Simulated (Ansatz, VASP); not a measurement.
**Te: VASP beside Ansatz**

```
Te
1.0
     0.00000    2.33923    6.09132
     2.07927    0.00000    6.09132
     2.07927    2.33923    0.00000
Te
2
Direct
  0.87530 0.87530 0.12470
  0.12470 0.12470 0.87530
```

Alike in both runs: functional PBEsol; k mesh 18 × 18 × 18; occupations gaussian, width 0.1 eV; no spin polarisation.

Ansatz relaxed the structure, and its values are those at the end. VASP's run is a single point on that final structure, the one shown.

|  | VASP | Ansatz |
| --- | --- | --- |
| version | VASP 6.6.1 | Ansatz 0.2.0 |
| potentials or method | VASP PAW PBE potentials, release 64 (Te), cutoff 520 eV | scalar-relativistic, plane waves, PAW |
| valence electrons in the cell | 12 | 32 |

|  | VASP | Ansatz | Ansatz less VASP |
| --- | --- | --- | --- |
| gap on the k mesh at the Fermi level (eV) | none | none | - |
| pressure (GPa) | 0.0 | 0.0 | -0.04 |
| rms of the force components (eV/Å) | 0.007 | 0.001 | -0.0061 |

VASP's potentials were made for PBE, not for PBEsol. A gap of «none» marks a metal or a gap that the smearing closes. The functional is the same, so the differences come from potentials, cutoffs and numerics. VASP's potentials hold 12 valence electrons a cell and Ansatz's 32, so a difference there can come from the potentials and not from the codes.

Spin-orbit coupling is off throughout.
